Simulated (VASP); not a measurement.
# Ca (Pm-3m) in VASP: further runs

The runs below take Ca through single point, with PBEsol.

Program: VASP 6.6.1. These are calculated values, not measurements. Logs are shortened: lines on timing, memory, paths and dates and some standing lists are left out, and cuts for length are marked.

### Step 1. The cell of the first run

Symmetry: Pm-3m, No. 221, cubic system. The conventional cell has a = 3.602 Å, b = 3.602 Å, c = 3.602 Å, α = 90.00°, β = 90.00°, γ = 90.00°. Ca (site symmetry m-3m) has 6 Ca at 3.60 Å within 4.7 Å.

This isn't the form of Ca at room conditions, which is fcc.

### Step 2. Single point, PBEsol (46.73 Å³/atom)

File INCAR:

```
SYSTEM = Ca
ALGO     = Normal         ! electronic algorithm
EDIFF    = 1E-6           ! SCF threshold, eV
ENCUT    = 500            ! plane-wave cutoff, eV
GGA      = PS             ! functional
GGA_COMPAT= .False.      
ISIF     = 2              ! what is computed and relaxed
ISMEAR   = -1             ! smearing method
LASPH    = .True.         ! aspherical terms in the spheres
LCHARG   = .False.        ! write CHGCAR
LREAL    = .False.        ! projectors in reciprocal space
LWAVE    = .False.        ! write WAVECAR
NBANDS   = 11             ! bands
NELM     = 120            ! most SCF steps
PREC     = Accurate       ! precision mode
SIGMA    = 0.1            ! smearing width, eV
```

File KPOINTS:

```
k-points
0
Gamma
  10 10 10
  0 0 0
```

File POSCAR:

```
Ca
1.0
    3.6020258750      0.0000000000      0.0000000000
    0.0000000000      3.6020258750      0.0000000000
    0.0000000000      0.0000000000      3.6020258750
Ca
1
Direct
    0.0000000000      0.0000000000      0.0000000000
```

Potentials or basis: VASP PAW PBE potentials, release 64 (Ca_sv).

On the command line:

```sh
cat potpaw_PBE.64/Ca_sv/POTCAR > POTCAR
mpirun -np 1 vasp_std > vasp.out
```

OUTCAR:

```text
SYSTEM = Ca
   EDIFF = 1E-6
   ENCUT = 500
   GGA = PS
   ISIF = 2
   ISMEAR = -1
   LASPH = .True.
   LREAL = .False.
   NELM = 120
   PREC = Accurate

 ion  position               nearest neighbor table
   1  0.000  0.000  0.000-

  LATTYP: Found a simple cubic cell.
 ALAT       =     3.6020258750

  Lattice vectors:

 A1 = (   3.6020258750,   0.0000000000,   0.0000000000)
 A2 = (   0.0000000000,   3.6020258750,   0.0000000000)
 A3 = (   0.0000000000,   0.0000000000,   3.6020258750)

Analysis of symmetry for initial positions (statically):
=====================================================================
 Subroutine PRICEL returns:
 Original cell was already a primitive cell.

 Routine SETGRP: Setting up the symmetry group for a
 simple cubic supercell.

 Subroutine GETGRP returns: Found 48 space group operations
 (whereof 48 operations were pure point group operations)
 out of a pool of 48 trial point group operations.

The static configuration has the point symmetry O_h .

Analysis of symmetry for dynamics (positions and initial velocities):
=====================================================================
 Subroutine PRICEL returns:
 Original cell was already a primitive cell.

 Routine SETGRP: Setting up the symmetry group for a
 simple cubic supercell.

 Subroutine GETGRP returns: Found 48 space group operations
 (whereof 48 operations were pure point group operations)
 out of a pool of 48 trial point group operations.

The dynamic configuration has the point symmetry O_h .

 Subroutine INISYM returns: Found 48 space group operations
 (whereof 48 operations are pure point group operations),
 and found     1 'primitive' translations

----------------------------------------------------------------------------------------

                                     Primitive cell

  volume of cell :      46.7348

  direct lattice vectors                    reciprocal lattice vectors
     3.602025875  0.000000000  0.000000000     0.277621548  0.000000000  0.000000000
     0.000000000  3.602025875  0.000000000     0.000000000  0.277621548  0.000000000
     0.000000000  0.000000000  3.602025875     0.000000000  0.000000000  0.277621548

  length of vectors
     3.602025875  3.602025875  3.602025875     0.277621548  0.277621548  0.277621548

  position of ions in fractional coordinates (direct lattice)
     0.000000000  0.000000000  0.000000000

  ion indices of the primitive-cell ions
   primitive index   ion index
                 1           1

----------------------------------------------------------------------------------------

 KPOINTS: k-points

Automatic generation of k-mesh.
 Grid dimensions read from file:
 generate k-points for:   10   10   10

 Generating k-lattice:

  Cartesian coordinates                     Fractional coordinates (reciprocal lattice)
     0.027762155  0.000000000  0.000000000     0.100000000  0.000000000  0.000000000
     0.000000000  0.027762155  0.000000000     0.000000000  0.100000000  0.000000000
     0.000000000  0.000000000  0.027762155     0.000000000  0.000000000  0.100000000

  Length of vectors
     0.027762155  0.027762155  0.027762155

  Shift w.r.t. Gamma in fractional coordinates (k-lattice)
     0.000000000  0.000000000  0.000000000

 Subroutine IBZKPT returns following result:
 ===========================================

 Found     56 irreducible k-points:

 Following reciprocal coordinates:
            Coordinates               Weight
  0.000000  0.000000  0.000000      1.000000
  0.100000  0.000000  0.000000      6.000000
  0.200000  0.000000  0.000000      6.000000
  0.300000  0.000000  0.000000      6.000000
  0.400000  0.000000  0.000000      6.000000
  0.500000  0.000000  0.000000      3.000000
[... 16 lines left out ...]
  0.200000  0.100000  0.100000     24.000000
  0.300000  0.100000  0.100000     24.000000
 [... further k-points ...]
   k-points           NKPTS =     56   k-points in BZ     NKDIM =     56   number of bands    NBANDS=     11
   number of dos      NEDOS =    301   number of ions     NIONS =      1
   total plane-waves  NPLWV =  21952
   dimension x,y,z NGX =    28 NGY =   28 NGZ =   28
   dimension x,y,z NGXF=    56 NGYF=   56 NGZF=   56
   ions per type =               1
   NGX,Y,Z   is equivalent  to a cutoff of  12.92, 12.92, 12.92 a.u.
   NGXF,Y,Z  is equivalent  to a cutoff of  25.85, 25.85, 25.85 a.u.
 SYSTEM =  Ca
   PREC   = accura    normal or accurate (medium, high low for compatibility)
   ISTART =      0    job   : 0-new  1-cont  2-samecut
   ICHARG =      2    charge: 1-file 2-atom 10-const
   ISPIN  =      1    spin polarized calculation?
   LNONCOLLINEAR =      F non collinear calculations
   LSORBIT =      F    spin-orbit coupling
   LASPH  =      T    aspherical Exc in radial PAW
   ENCUT  =  500.0 eV  36.75 Ry    6.06 a.u.   6.57  6.57  6.57*2*pi/ulx,y,z
   NELM   =    120;   NELMIN=  2; NELMDL= -5     # of ELM steps
   EDIFF  = 0.1E-05   stopping-criterion for ELM
   LREAL  =      F    real-space projection
   EDIFFG = 0.1E-04   stopping-criterion for IOM
   NSW    =      0    number of steps for IOM
   IBRION =     -1    ionic relax: 0-MD 1-quasi-New 2-CG
   NFREE  =      0    steps in history (QN), initial steepest desc. (CG)
   ISIF   =      2    stress and relaxation
   ISYM   =      2    0-nonsym 1-usesym 2-fastsym
   POTIM  = 0.5000    time-step for ionic-motion
   TEBEG  =    0.0;   TEEND  =   0.0 temperature during run
   PSTRESS=    0.0 pullay stress
   NELECT =      10.0000    total number of electrons
   NUPDOWN=      -1.0000    fix difference up-down
   EMIN   =  10.00;   EMAX   =-10.00  energy-range for DOS
   EFERMI =   0.00;   METHOD = LEGACY
   ISMEAR =    -1;   SIGMA  =   0.10  broadening in eV -4-tet -1-fermi 0-gaus
   EFERMI_NEDOS =   21; number of points for ismear=-14 and -15
   IALGO  =     38    algorithm
   IMIX   =      4    mixing-type and parameters
     AMIX     =   0.40;   BMIX     =  1.00
     AMIX_MAG =   1.60;   BMIX_MAG =  1.00
  volume/ion in A,a.u.               =      46.73       315.38
  Fermi-wavevector in a.u.,A,eV,Ry     =   0.979177  1.850377 13.045105  0.958788
  Thomas-Fermi vector in A             =   2.110010
   LORBIT       =      0    0 simple, 1 ext, 2 COOP (PROOUT), +10 PAW based schemes
   GGA     = PS    functional components
   LHFCALC =     F    Hartree Fock is set to
   AEXX    =    0.0000 exact exchange contribution
   IVDW    =     0    specifies the selected vdW correction
   LEPSILON=     F    determine dielectric tensor
   LRPA    =     F    only Hartree local field effects (RPA)
 non-spin polarized calculation
  energy-cutoff  :      500.00
  volume of cell :       46.73
 maximum number of plane-waves:      1213
 NGX is ok and might be reduce to    28
   NGX = 13   NGY = 13   NGZ = 13

 number of electron      10.0000003 magnetization

 Free energy of the ion-electron system (eV)
  ---------------------------------------------------
  ext. energy  EPLUGINS =         0.00000000
  ---------------------------------------------------
  free energy    TOTEN  =        -1.73880610 eV

  energy without entropy =       -1.70113740  energy(sigma->0) =       -1.71997175

 E-fermi :   1.4361     XC(G=0):  -7.4722

 val. band max:        1.4045463277   @ k =   0.5000   0.4000   0.2000
 cond. band min:       1.4453980961   @ k =   0.5000   0.5000   0.2000
 fundamental gap:      0.0408517684
 Fermi energy:         1.4360973215

 k-point     1 :       0.0000    0.0000    0.0000
  band No.  band energies     occupation
      1     -40.7530      2.00000
      2     -21.7321      2.00000
      3     -21.7321      2.00000
      4     -21.7321      2.00000
      5      -2.3156      2.00000
      6       2.2392      0.00065
      7       2.2392      0.00065
      8       5.2618      0.00000
      9       5.2618      0.00000
     10       5.2618      0.00000
     11       9.4864      0.00000

 k-point     2 :       0.1000    0.0000    0.0000
  band No.  band energies     occupation
      1     -40.7517      2.00000
      2     -21.7482      2.00000
      3     -21.7307      2.00000
      4     -21.7307      2.00000
      5      -2.1832      2.00000
      6       2.2723      0.00047
      7       2.2788      0.00044
      8       5.1200      0.00000
      9       5.1200      0.00000
     10       5.2713      0.00000
     11       8.6573      0.00000

 k-point     3 :       0.2000    0.0000    0.0000
  band No.  band energies     occupation
      1     -40.7483      2.00000
      2     -21.7900      2.00000
      3     -21.7272      2.00000
      4     -21.7272      2.00000
      5      -1.7974      2.00000
      6       2.2938      0.00038
      7       2.3860      0.00015
      8       4.7973      0.00000
      9       4.7973      0.00000
     10       5.2962      0.00000
     11       7.4091      0.00000

 k-point     4 :       0.3000    0.0000    0.0000
  band No.  band energies     occupation
      1     -40.7442      2.00000
      2     -21.8411      2.00000
      3     -21.7229      2.00000
      4     -21.7229      2.00000
      5      -1.1919      2.00000
      6       2.0814      0.00315
      7       2.5270      0.00004
      8       4.4634      0.00000
      9       4.4634      0.00000
     10       5.3274      0.00000
     11       6.5730      0.00000

 k-point     5 :       0.4000    0.0000    0.0000
  band No.  band energies     occupation
      1     -40.7409      2.00000
      2     -21.8821      2.00000
      3     -21.7194      2.00000
      4     -21.7194      2.00000
      5      -0.4298      2.00000
      6       1.4872      0.74994
      7       2.6488      0.00001
      8       4.2282      0.00000
      9       4.2282      0.00000
     10       5.3529      0.00000
     11       6.2958      0.00000
[... 211 lines left out ...]
 k-point    21 :       0.5000    0.5000    0.0000
  band No.  band energies     occupation
      1     -40.7265      2.00000
      2     -21.8773      2.00000
      3     -21.8773      2.00000
      4     -21.7046      2.00000
      5       1.1686      1.87111
      6       2.2132      0.00084
      7       3.5353      0.00000
      8       3.5353      0.00000
      9       4.4111      0.00000
     10       4.4111      0.00000
     11       5.8906      0.00000

 k-point    22 :       0.1000    0.1000    0.1000
  band No.  band energies     occupation
      1     -40.7491      2.00000
      2     -21.7467      2.00000
      3     -21.7447      2.00000
      4     -21.7447      2.00000
      5      -1.9210      2.00000
      6       2.3588      0.00020
      7       2.3588      0.00020
      8       4.8902      0.00000
      9       5.0162      0.00000
     10       5.0162      0.00000
     11       9.0090      0.00000

 k-point    23 :       0.2000    0.1000    0.1000
  band No.  band energies     occupation
      1     -40.7458      2.00000
      2     -21.7869      2.00000
      3     -21.7423      2.00000
      4     -21.7411      2.00000
      5      -1.5410      2.00000
      6       2.4131      0.00011
      7       2.4707      0.00006
      8       4.5735      0.00000
      9       4.6594      0.00000
     10       5.0340      0.00000
     11       7.8061      0.00000

 k-point    24 :       0.3000    0.1000    0.1000
  band No.  band energies     occupation
      1     -40.7417      2.00000
      2     -21.8377      2.00000
      3     -21.7378      2.00000
      4     -21.7366      2.00000
      5      -0.9451      2.00000
      6       2.2140      0.00084
      7       2.6248      0.00001
      8       4.2825      0.00000
      9       4.3381      0.00000
     10       5.0779      0.00000
     11       6.8588      0.00000

 [... further k-points ...]

------------------------ aborting loop because EDIFF is reached ----------------------------------------

  FORCE on cell =-STRESS in cart. coord.  units (eV):
  Direction    XX          YY          ZZ          XY          YZ          ZX
  --------------------------------------------------------------------------------------
  -------------------------------------------------------------------------------------
  Total       -0.3323198     -0.3323198     -0.3323198      0.0000000      0.0000000     -0.0000000
  in kB      -11.3926920    -11.3926920    -11.3926920      0.0000000      0.0000000     -0.0000000
  external PRESSURE =     -11.3926920 kB  Pullay stress =       0.0000000 kB

 VOLUME and BASIS-vectors are now :
 -----------------------------------------------------------------------------
  energy-cutoff  :      500.00
  volume of cell :       46.73
      direct lattice vectors                 reciprocal lattice vectors
     3.602025875  0.000000000  0.000000000     0.277621548  0.000000000  0.000000000
     0.000000000  3.602025875  0.000000000     0.000000000  0.277621548  0.000000000
     0.000000000  0.000000000  3.602025875     0.000000000  0.000000000  0.277621548

 POSITION                                       TOTAL-FORCE (eV/Angst)
 -----------------------------------------------------------------------------------
      0.00000      0.00000      0.00000         0.000000      0.000000      0.000000
 -----------------------------------------------------------------------------------
    total drift:                               -0.000000      0.000000     -0.000000

  FREE ENERGIE OF THE ION-ELECTRON SYSTEM (eV)
  ---------------------------------------------------
  free  energy   TOTEN  =        -1.7388060996 eV

  energy  without entropy=       -1.7011374024  energy(sigma->0) =       -1.71997175
```

Wall time 10 s (1 thread of Intel Xeon 6975P-C (Granite Rapids), shared host); peak memory 0.16 GiB.

What came out:

* Free energy: -1.7388 eV
* Pressure: -1.1 GPa
* Band gap on the k mesh: zero (bands 5 and 6 overlap by 1.24 eV)

Caveat: the PAW data sets were made with another functional, which shifts forces and pressure a little.

### Step 3. Single point, PBEsol

This run uses another cell than the first one, of 41.73 Å³/atom.

File INCAR:

```
SYSTEM = Ca
PREC = Accurate
ENCUT = 520
EDIFF = 1E-6
ISMEAR = -1
SIGMA = 0.1
LREAL = .False.
LASPH = .True.
NELM = 100
ALGO = Normal
ISIF = 2
LWAVE = .False.
LCHARG = .True.
GGA = PS
LELF = .True.
LVHAR = .True.
NBANDS = 11
```

File KPOINTS:

```
regular mesh
0
Gamma
  9 9 9
  0 0 0
```

File POSCAR:

```
Ca
1.0
    3.4684929865      0.0000000000      0.0000000000
    0.0000000000      3.4684929865      0.0000000000
    0.0000000000      0.0000000000      3.4684929865
Ca
1
Direct
    0.0000000000      0.0000000000      0.0000000000
```

Potentials or basis: VASP PAW PBE potentials, release 64 (Ca_sv).

On the command line:

```sh
cat potpaw_PBE.64/Ca_sv/POTCAR > POTCAR
mpirun -np 1 vasp_std > vasp.out
```

Wall time 20 s (1 thread of Intel Xeon 8259CL, shared host); peak memory 0.16 GiB.

It converged, with:

| Item | Value |
| --- | --- |
| Free energy | -1.7526 eV |
| Pressure | 0.0 GPa |
| Band gap on the k mesh | zero (bands 5 and 6 overlap by 0.75 eV) |

Levels at points of the mesh, in eV from the Fermi level:
```tsv
k point	band 1	band 2	band 3	band 4	band 5	band 6	band 7	band 8	band 9	band 10
(0.00, 0.00, 0.00)	-41.96	-22.91	-22.91	-22.91	-3.90	0.81	0.81	4.22	4.22	4.22
```

Caveat: the PAW data sets were made with another functional, which shifts forces and pressure a little.
